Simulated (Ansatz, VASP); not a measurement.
# C in VASP and in Ansatz

INCAR

```
SYSTEM = C
PREC = Accurate
ENCUT = 520
EDIFF = 1E-7
ISMEAR = 0
SIGMA = 0.1
LREAL = .False.
LASPH = .True.
NELM = 80
ALGO = Normal
ISIF = 2
LWAVE = .False.
LCHARG = .False.
GGA = PE
NBANDS = 36
```

The input KPOINTS:

```
Automatic mesh
0
Gamma
  3 3 8
  0 0 0
```

The input POSCAR:

```
C
1.0
    5.8515511100      0.0000000000      0.0000000000
   -2.9257755500      5.0675919100      0.0000000000
    0.0000000000      0.0000000000      2.2163287200
C
12
Direct
    0.8502730400      0.5388260200      0.7830020200
    0.6885529800      0.5388260200      0.2169979800
    0.3114470200      0.8502730400      0.2169979800
    0.6885529800      0.1497269600      0.7830020200
    0.1497269600      0.6885529800      0.7830020200
    0.5388260200      0.6885529800      0.2169979800
    0.4611739800      0.1497269600      0.2169979800
    0.3114470200      0.4611739800      0.7830020200
    0.1497269600      0.4611739800      0.2169979800
    0.5388260200      0.8502730400      0.7830020200
    0.8502730400      0.3114470200      0.2169979800
    0.4611739800      0.3114470200      0.7830020200
```

Input for Ansatz:

```yaml
crystal:
  lattice:
    - [5.85155111, 0.0, 0.0]
    - [-2.92577555, 5.06759191, 0.0]
    - [0.0, 0.0, 2.21632872]
  atoms:
    - { symbol: C, position: [0.85027304, 0.53882602, 0.78300202] }
    - { symbol: C, position: [0.68855298, 0.53882602, 0.21699798] }
    - { symbol: C, position: [0.31144702, 0.85027304, 0.21699798] }
    - { symbol: C, position: [0.68855298, 0.14972696, 0.78300202] }
    - { symbol: C, position: [0.14972696, 0.68855298, 0.78300202] }
    - { symbol: C, position: [0.53882602, 0.68855298, 0.21699798] }
    - { symbol: C, position: [0.46117398, 0.14972696, 0.21699798] }
    - { symbol: C, position: [0.31144702, 0.46117398, 0.78300202] }
    - { symbol: C, position: [0.14972696, 0.46117398, 0.21699798] }
    - { symbol: C, position: [0.53882602, 0.85027304, 0.78300202] }
    - { symbol: C, position: [0.85027304, 0.31144702, 0.21699798] }
    - { symbol: C, position: [0.46117398, 0.31144702, 0.78300202] }
basis:
  ecutwfc: 420
kpoints:
  mp_grid: { grid: [3, 3, 8] }
hamiltonian:
  xc: pbe
scf:
  occupations: { method: gaussian, width: 0.1 }
  lower_state_search: "off"
output:
  forces: true
  stress: true
  eigenvalues: true
```

Alike in both runs: task single point; functional PBE; k mesh 3 × 3 × 8; occupations gaussian, width 0.1 eV; no spin polarisation.

|  | VASP | Ansatz |
| --- | --- | --- |
| version | VASP 6.6.1 | Ansatz 0.2.0 |
| potentials or method | VASP PAW PBE potentials, release 64 (C), cutoff 520 eV | scalar-relativistic, plane waves, PAW |
| valence electrons in the cell | 48 | 48 |

|  | VASP | Ansatz | Ansatz less VASP |
| --- | --- | --- | --- |
| gap on the k mesh at the Fermi level (eV) | none | none | - |
| rms of the force components (eV/Å) | 4.286 | 4.267 | -0.0194 |

Atom by atom the forces differ by 0.031 eV/Å (rms over components). A gap of «none» marks a metal or a gap that the smearing closes.

The k mesh is coarse, so the values compare programs but aren't converged.
